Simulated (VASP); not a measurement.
A run of VASP 6.6.1:

Contents of POSCAR:

```
SiC
1.0
    0.0000000000      2.1740000000      2.0870400000
    2.1740000000      0.0000000000      2.0870400000
    2.1740000000      2.1740000000      0.0000000000
Si C
1 1
Direct
    0.0000000000      0.0000000000      0.0000000000
    0.7500000000      0.7500000000      0.7500000000
```

The input INCAR.step1:

```
SYSTEM = SiC
ALGO     = Normal         ! electronic algorithm
EDIFF    = 1E-4           ! SCF threshold, eV
ENCUT    = 520            ! plane-wave cutoff, eV
GGA      = PE             ! functional
ISMEAR   = 0              ! smearing method
LASPH    = .True.         ! aspherical terms in the spheres
LCHARG   = .False.        ! write CHGCAR
LREAL    = .False.        ! projectors in reciprocal space
LWAVE    = .True.         ! write WAVECAR
NBANDS   = 11             ! bands
NELM     = 60             ! most SCF steps
PREC     = Accurate       ! precision mode
SIGMA    = 0.05           ! smearing width, eV
```

File INCAR.step2:

```
SYSTEM = SiC
ALGO     = Normal         ! electronic algorithm
EDIFF    = 1E-7           ! SCF threshold, eV
ENCUT    = 520            ! plane-wave cutoff, eV
ISIF     = 2              ! what is computed and relaxed
ISMEAR   = 0              ! smearing method
ISTART   = 1            
LASPH    = .True.         ! aspherical terms in the spheres
LCHARG   = .False.        ! write CHGCAR
LMIXTAU  = .True.       
LREAL    = .False.        ! projectors in reciprocal space
LWAVE    = .False.        ! write WAVECAR
METAGGA  = R2SCAN         ! meta-GGA
NBANDS   = 11             ! bands
NELM     = 60             ! most SCF steps
PREC     = Accurate       ! precision mode
SIGMA    = 0.05           ! smearing width, eV
```

KPOINTS

```
k-points
0
Gamma
  12 12 12
  0 0 0
```

Potentials or basis: VASP PAW PBE potentials, release 64 (Si, C).

Launch:

```bash
$ cat potpaw_PBE.64/Si/POTCAR potpaw_PBE.64/C/POTCAR > POTCAR
$ cp INCAR.step1 INCAR
$ mpirun -np 1 vasp_std > vasp.out
$ cp INCAR.step2 INCAR
$ mpirun -np 1 vasp_std > vasp.out
```

Hardware: 1 thread of Intel(R) Xeon(R) Platinum 8488C (Sapphire Rapids) (shared host).

Task: Estimate the wall time of this run.

Result: Run time: 79 s on 1 thread of Intel(R) Xeon(R) Platinum 8488C (Sapphire Rapids), on a shared host, peak memory 0.16 GiB. Counts: k points 163.
